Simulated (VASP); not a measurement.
Here is a VASP 6.6.1 calculation.

INCAR

```
SYSTEM = NaI
PREC = Accurate
ENCUT = 520
EDIFF = 1E-6
ISMEAR = -1
SIGMA = 0.05
LREAL = .FALSE.
LASPH = .TRUE.
NELM = 100
ALGO = Normal
ISIF = 2
LWAVE = .FALSE.
LCHARG = .TRUE.
GGA = PS
IVDW = 12
LELF = .TRUE.
LVHAR = .TRUE.
NBANDS = 14
```

The input KPOINTS:

```
Automatic mesh
0
G
  7 7 7
  0 0 0
```

The input POSCAR:

```
NaI
1.0
    0.0000000000      3.2364000000      3.2364000000
    3.2364000000      0.0000000000      3.2364000000
    3.2364000000      3.2364000000      0.0000000000
I Na
1 1
Direct
    0.5000000000      0.5000000000      0.5000000000
    0.0000000000      0.0000000000      0.0000000000
```

Potentials or basis: VASP PAW PBE potentials, release 64 (I, Na_pv).

Launch:

```console
$ cat potpaw_PBE.64/I/POTCAR potpaw_PBE.64/Na_pv/POTCAR > POTCAR
$ mpirun -np 1 vasp_std > vasp.out
```

Q: What does it give for the dispersion energy per atom?

A: -0.245 eV.

Q: What does it give for the band gap on the k mesh?

A: 3.51 eV.

Caveat: three body term missing; spin-orbit coupling is left out, which moves the levels of the heavy elements. Expect the measured gap to be larger: semilocal functionals such as PBEsol lack the derivative discontinuity.
